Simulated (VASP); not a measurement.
# Ti3H in VASP: single point with PBE

Aim: the single point of Ti3H with PBE.

All numbers are computed with VASP 6.6.1; they aren't measurements. Logs are shortened: lines on timing, memory, paths and dates and some standing lists are left out, and cuts for length are marked.

## 1. The cell of the first run

The cell holds a slab with vacuum, 4 atoms: a = 2.819 Å, b = 2.819 Å, c = 21.326 Å, α = 90.00°, β = 90.00°, γ = 109.47°.

## 2. Single point, PBE

INCAR

```
SYSTEM = Ti3H
ALGO = Normal ; DIPOL = 0.5 0.5 0.357
EDIFF = 1E-6 ; ENCUT = 520
GGA = PE ; IDIPOL = 3
ISIF = 2 ; ISMEAR = 0
LASPH = .True. ; LCHARG = .True.
LDIPOL = .True. ; LELF = .True.
LREAL = .False. ; LVACPOTAV = .True.
LVHAR = .True. ; LWAVE = .False.
NBANDS = 26 ; NELM = 100
PREC = Accurate ; SIGMA = 0.1
```

KPOINTS

```
k-points
0
Gamma
  10 10 1
  0 0 0
```

POSCAR

```
Ti3H
1.0
    2.8193504947      0.0000000000      0.0000000000
   -0.9397834982      2.6581091378      0.0000000000
    0.0000000000      0.0000000000     21.3259744853
Ti H
3 1
Direct
    0.5000000000      0.5000000000      0.1875646997
    0.0000000000      0.0000000000      0.2892724347
    0.5000000000      0.5000000000      0.3904147260
    1.0000000000      1.0000000000      0.5625053380
```

Potentials or basis: VASP PAW PBE potentials, release 64 (Ti_sv, H).

Command:

```console
> cat potpaw_PBE.64/Ti_sv/POTCAR potpaw_PBE.64/H/POTCAR > POTCAR
> mpirun -np 1 vasp_std > vasp.out
```

OUTCAR:

```text
SYSTEM = Ti3H
   EDIFF = 1E-6
   ENCUT = 520
   GGA = PE
   ISIF = 2
   ISMEAR = 0
   LASPH = .True.
   LREAL = .False.
   NELM = 100
   PREC = Accurate

 ion  position               nearest neighbor table
   1  0.500  0.500  0.188-   2 2.71   2 2.71
   2  0.000  0.000  0.289-   3 2.70   3 2.70   1 2.71   1 2.71
   3  0.500  0.500  0.390-   2 2.70   2 2.70
   4  0.000  0.000  0.563-

  LATTYP: Found a base centered orthorhombic cell.
 ALAT       =     3.2555055341
 B/A-ratio  =     1.4142135624
 C/A-ratio  =     6.5507412786

  Lattice vectors:

 A1 = (   2.8193504947,   0.0000000000,   0.0000000000)
 A2 = (  -0.9397834982,   2.6581091378,   0.0000000000)
 A3 = (   0.0000000000,   0.0000000000,  21.3259744853)

Analysis of symmetry for initial positions (statically):
=====================================================================
 Subroutine PRICEL returns:
 Original cell was already a primitive cell.

 Routine SETGRP: Setting up the symmetry group for a
 base centered orthorhombic supercell.

 Subroutine GETGRP returns: Found  4 space group operations
 (whereof  4 operations were pure point group operations)
 out of a pool of  8 trial point group operations.

The static configuration has the point symmetry C_2v.

Analysis of symmetry for dynamics (positions and initial velocities):
=====================================================================
 Subroutine PRICEL returns:
 Original cell was already a primitive cell.

 Routine SETGRP: Setting up the symmetry group for a
 base centered orthorhombic supercell.

 Subroutine GETGRP returns: Found  4 space group operations
 (whereof  4 operations were pure point group operations)
 out of a pool of  8 trial point group operations.

The dynamic configuration has the point symmetry C_2v.

 Subroutine INISYM returns: Found  4 space group operations
 (whereof  4 operations are pure point group operations),
 and found     1 'primitive' translations

----------------------------------------------------------------------------------------

                                     Primitive cell

  volume of cell :     159.8199

  direct lattice vectors                    reciprocal lattice vectors
     2.819350495  0.000000000  0.000000000     0.354691622  0.125402426  0.000000000
    -0.939783498  2.658109138  0.000000000     0.000000000  0.376207277  0.000000000
     0.000000000  0.000000000 21.325974485     0.000000000  0.000000000  0.046891175

  length of vectors
     2.819350495  2.819350495 21.325974485     0.376207277  0.376207277  0.046891175

  position of ions in fractional coordinates (direct lattice)
     0.500000000  0.500000000  0.187564700
     0.000000000  0.000000000  0.289272435
     0.500000000  0.500000000  0.390414726
     0.000000000  0.000000000  0.562505338

  ion indices of the primitive-cell ions
   primitive index   ion index
                 1           1
                 2           2
                 3           3
                 4           4

----------------------------------------------------------------------------------------

 KPOINTS: k-points

Automatic generation of k-mesh.
 Grid dimensions read from file:
 generate k-points for:   10   10    1

 Generating k-lattice:

  Cartesian coordinates                     Fractional coordinates (reciprocal lattice)
     0.035469162  0.012540243  0.000000000     0.100000000  0.000000000  0.000000000
     0.000000000  0.037620728  0.000000000     0.000000000  0.100000000  0.000000000
     0.000000000  0.000000000  0.046891175     0.000000000  0.000000000  1.000000000

  Length of vectors
     0.037620728  0.037620728  0.046891175

  Shift w.r.t. Gamma in fractional coordinates (k-lattice)
     0.000000000  0.000000000  0.000000000

 Subroutine IBZKPT returns following result:
 ===========================================

 Found     31 irreducible k-points:

 Following reciprocal coordinates:
            Coordinates               Weight
  0.000000  0.000000  0.000000      1.000000
  0.100000  0.000000  0.000000      4.000000
  0.200000  0.000000  0.000000      4.000000
  0.300000  0.000000  0.000000      4.000000
  0.400000  0.000000  0.000000      4.000000
  0.500000  0.000000  0.000000      2.000000
[... 16 lines left out ...]
  0.300000  0.300000  0.000000      2.000000
  0.400000  0.300000  0.000000      4.000000
 [... further k-points ...]
   k-points           NKPTS =     31   k-points in BZ     NKDIM =     31   number of bands    NBANDS=     26
   number of dos      NEDOS =    301   number of ions     NIONS =      4
   total plane-waves  NPLWV =  92160
   dimension x,y,z NGX =    24 NGY =   24 NGZ =  160
   dimension x,y,z NGXF=    48 NGYF=   48 NGZF=  320
   ions per type =               3   1
   NGX,Y,Z   is equivalent  to a cutoff of  14.15, 14.15, 12.47 a.u.
   NGXF,Y,Z  is equivalent  to a cutoff of  28.30, 28.30, 24.95 a.u.
 SYSTEM =  Ti3H
   PREC   = accura    normal or accurate (medium, high low for compatibility)
   ISTART =      0    job   : 0-new  1-cont  2-samecut
   ICHARG =      2    charge: 1-file 2-atom 10-const
   ISPIN  =      1    spin polarized calculation?
   LNONCOLLINEAR =      F non collinear calculations
   LSORBIT =      F    spin-orbit coupling
   LASPH  =      T    aspherical Exc in radial PAW
   ENCUT  =  520.0 eV  38.22 Ry    6.18 a.u.   5.24  5.24 39.65*2*pi/ulx,y,z
   NELM   =    100;   NELMIN=  2; NELMDL= -5     # of ELM steps
   EDIFF  = 0.1E-05   stopping-criterion for ELM
   LREAL  =      F    real-space projection
   EDIFFG = 0.1E-04   stopping-criterion for IOM
   NSW    =      0    number of steps for IOM
   IBRION =     -1    ionic relax: 0-MD 1-quasi-New 2-CG
   NFREE  =      0    steps in history (QN), initial steepest desc. (CG)
   ISIF   =      2    stress and relaxation
   ISYM   =      2    0-nonsym 1-usesym 2-fastsym
   POTIM  = 0.5000    time-step for ionic-motion
   TEBEG  =    0.0;   TEEND  =   0.0 temperature during run
   PSTRESS=    0.0 pullay stress
   NELECT =      37.0000    total number of electrons
   NUPDOWN=      -1.0000    fix difference up-down
   EMIN   =  10.00;   EMAX   =-10.00  energy-range for DOS
   EFERMI =   0.00;   METHOD = LEGACY
   ISMEAR =     0;   SIGMA  =   0.10  broadening in eV -4-tet -1-fermi 0-gaus
   EFERMI_NEDOS =   21; number of points for ismear=-14 and -15
   IALGO  =     38    algorithm
   IMIX   =      4    mixing-type and parameters
     AMIX     =   0.40;   BMIX     =  1.00
     AMIX_MAG =   1.60;   BMIX_MAG =  1.00
  volume/ion in A,a.u.               =      39.95       269.63
  Fermi-wavevector in a.u.,A,eV,Ry     =   1.005229  1.899608 13.748497  1.010486
  Thomas-Fermi vector in A             =   2.137895
   LORBIT       =      0    0 simple, 1 ext, 2 COOP (PROOUT), +10 PAW based schemes
   GGA     = PE    functional components
   LHFCALC =     F    Hartree Fock is set to
   AEXX    =    0.0000 exact exchange contribution
   IVDW    =     0    specifies the selected vdW correction
   LEPSILON=     F    determine dielectric tensor
   LRPA    =     F    only Hartree local field effects (RPA)
 non-spin polarized calculation
 Gauss-broadening in eV      SIGMA  =   0.10
  energy-cutoff  :      520.00
  volume of cell :      159.82
 maximum number of plane-waves:      4347
 NGX is ok and might be reduce to    24
   NGX = 11   NGY = 11   NGZ = 79

 dipolmoment           0.000000      0.000000     -0.064544 electrons x Angstroem

 number of electron      36.9999991 magnetization

 dipolmoment           0.000000      0.000000      0.084501 electrons x Angstroem

 Free energy of the ion-electron system (eV)
  ---------------------------------------------------
  ext. energy  EPLUGINS =         0.00000000
  ---------------------------------------------------
  free energy    TOTEN  =       -22.46931226 eV

  energy without entropy =      -22.42261204  energy(sigma->0) =      -22.44596215

 E-fermi :  -0.6939     XC(G=0):  -5.2584

 val. band max:       -0.7053400881   @ k =   0.1000   0.0000   0.0000
 cond. band min:      -0.6890522629   @ k =   0.4000   0.1000   0.0000
 fundamental gap:      0.0162878252
 Fermi energy:        -0.6939137320

 k-point     1 :       0.0000    0.0000    0.0000
  band No.  band energies     occupation
      1     -57.4493      2.00000
      2     -57.3448      2.00000
      3     -56.9283      2.00000
      4     -33.9071      2.00000
      5     -33.7046      2.00000
      6     -33.4585      2.00000
[... 18 lines left out ...]
     25       1.5623      0.00000
     26       1.5848      0.00000

 k-point     2 :       0.1000    0.0000    0.0000
  band No.  band energies     occupation
      1     -57.4424      2.00000
      2     -57.3379      2.00000
      3     -56.9229      2.00000
      4     -33.8945      2.00000
      5     -33.7053      2.00000
      6     -33.4858      2.00000
[... 18 lines left out ...]
     25       1.5115      0.00000
     26       1.6129      0.00000

 k-point     3 :       0.2000    0.0000    0.0000
  band No.  band energies     occupation
      1     -57.4241      2.00000
      2     -57.3196      2.00000
      3     -56.9088      2.00000
      4     -33.8642      2.00000
      5     -33.7116      2.00000
      6     -33.5814      2.00000
[... 18 lines left out ...]
     25       1.5193      0.00000
     26       1.6557      0.00000

 k-point     4 :       0.3000    0.0000    0.0000
  band No.  band energies     occupation
      1     -57.4015      2.00000
      2     -57.2969      2.00000
      3     -56.8914      2.00000
      4     -33.8406      2.00000
      5     -33.7679      2.00000
      6     -33.6689      2.00000
[... 18 lines left out ...]
     25       1.6638      0.00000
     26       1.7905      0.00000
[... 496 lines left out ...]
      1     -57.4089      2.00000
      2     -57.3043      2.00000
      3     -56.8907      2.00000
      4     -33.8537      2.00000
      5     -33.6702      2.00000
      6     -33.5435      2.00000
[... 18 lines left out ...]
     25       0.9232      0.00000
     26       1.1937      0.00000

 k-point    23 :       0.3000    0.3000    0.0000
  band No.  band energies     occupation
      1     -57.3595      2.00000
      2     -57.2545      2.00000
      3     -56.8549      2.00000
      4     -33.7955      2.00000
      5     -33.7684      2.00000
      6     -33.6866      2.00000
[... 18 lines left out ...]
     25       1.7660      0.00000
     26       2.0875      0.00000

 k-point    24 :       0.4000    0.3000    0.0000
  band No.  band energies     occupation
      1     -57.3483      2.00000
      2     -57.2435      2.00000
      3     -56.8416      2.00000
      4     -33.8183      2.00000
      5     -33.7811      2.00000
      6     -33.7413      2.00000
[... 18 lines left out ...]
     25       2.0930      0.00000
     26       2.1325      0.00000

 [... further k-points ...]
[... 5 lines left out ...]
  --------------------------------------------------------------------------------------
  -------------------------------------------------------------------------------------
  Total       -1.7147735     -1.0570324     -1.5551006      0.9301863      0.0000000      0.0000000
  in kB      -17.1904234    -10.5966386    -15.5897202      9.3250199      0.0000000      0.0000000
  external PRESSURE =     -14.4589274 kB  Pullay stress =       0.0000000 kB

 VOLUME and BASIS-vectors are now :
 -----------------------------------------------------------------------------
  energy-cutoff  :      520.00
  volume of cell :      159.82
      direct lattice vectors                 reciprocal lattice vectors
     2.819350495  0.000000000  0.000000000     0.354691622  0.125402426  0.000000000
    -0.939783498  2.658109138  0.000000000     0.000000000  0.376207277  0.000000000
     0.000000000  0.000000000 21.325974485     0.000000000  0.000000000  0.046891175

 POSITION                                       TOTAL-FORCE (eV/Angst)
 -----------------------------------------------------------------------------------
      0.93978      1.32905      4.00000         0.000000      0.000000      0.010936
      0.00000      0.00000      6.16902        -0.000000      0.000000     -0.050108
      0.93978      1.32905      8.32597         0.000000      0.000000      0.471941
      0.00000      0.00000     11.99597         0.000000      0.000000     -0.432769
 -----------------------------------------------------------------------------------
    total drift:                                0.000000      0.000000      0.000132

  FREE ENERGIE OF THE ION-ELECTRON SYSTEM (eV)
  ---------------------------------------------------
  free  energy   TOTEN  =       -22.4693122581 eV

  energy  without entropy=      -22.4226120401  energy(sigma->0) =      -22.44596215

 vacuum level on the upper side and lower side of the slab         5.713         3.670
```

Wall time 4.6 min (1 thread of Intel Xeon Platinum 8259CL at 2.50GHz (Skylake/Cascade Lake), shared host); peak memory 0.34 GiB.

What came out:

```yaml
Free_energy: -22.4693 eV
Largest_force: 0.472 eV/Å
Band_gap_on_the_k_mesh: zero (an odd number of electrons rules out a gap without spin polarisation)
```

Forces on the atoms (eV/Å):
```
Ti   0.000  0.000  0.011
Ti   0.000  0.000 -0.050
Ti   0.000  0.000  0.472
H    0.000  0.000 -0.433
```
